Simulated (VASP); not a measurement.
Set up this calculation in VASP 6.6.1, as the native input.

```yaml
Task: single point
Functional: PBE
Potentials_or_basis: VASP PAW PBE potentials, release 64 (Ga_d, N)
Cutoff: 520 eV
k_mesh: 3 × 3 × 3
Occupations: fermi-dirac, width 0.05 eV
Spin: no spin polarisation
Dipole_correction: no
Further_INCAR_settings: LREAL = Auto; ALGO = Normal; EDIFF = 1e-07; NBANDS = 78
```

The structure of Ga7N8 (a cell with a defect) lies in POSCAR:

```
Ga7N8
1.0
    3.1740151400      5.4975554900      0.0000000000
   -3.1740151400      5.4975554900      0.0000000000
    0.0000000000      0.0000000000      5.1562780000
Ga N
7 8
Direct
    0.1774866430      0.1504656629     -0.0005981058
    0.3547037603      0.3274874440      0.5043354916
    0.1503960231      0.6558630512      0.0046543262
    0.3051666538      0.8221616672      0.5089488969
    0.6710851040      0.1636593581      0.0035636170
    0.6517850864      0.6422602421      0.0065328130
    0.8223282417      0.7585594848      0.5220056017
    0.2627497516      0.1112328310      0.3614285343
    0.3366286811      0.3256662255      0.8780122018
    0.1323541962      0.6627744765      0.3810492762
    0.3200936069      0.8165124740      0.8806487936
    0.6751137869      0.2415030638      0.3811697120
    0.8465452869      0.3152378023      0.8939165033
    0.6381519970      0.6096467769      0.3809137133
    0.8107623777      0.8233533700      0.8895734481
```

These files were run (other wordings do the same):

INCAR

```
PREC = Accurate
ENCUT = 520
EDIFF = 1E-7
ISMEAR = -1
SIGMA = 0.05
LREAL = Auto
LASPH = T
NELM = 100
ALGO = Normal
ISIF = 2
LWAVE = F
LCHARG = F
GGA = PE
NBANDS = 78
```

KPOINTS

```
Automatic mesh
0
Gamma
  3 3 3
```

Potentials or basis: VASP PAW PBE potentials, release 64 (Ga_d, N).

Run with:

```sh
$ cat potpaw_PBE.64/Ga_d/POTCAR potpaw_PBE.64/N/POTCAR > POTCAR
$ mpirun -np 1 vasp_std > vasp.out
```

It gave:

```yaml
Pressure: 4.5 GPa
Largest_force: 0.037 eV/Å
```

Caveat: the k points lie up to 0.41 Å⁻¹ apart.

Wall time 8 min on 1 thread of Intel Xeon 6975P-C, with other jobs on the host, peak memory 0.36 GiB.
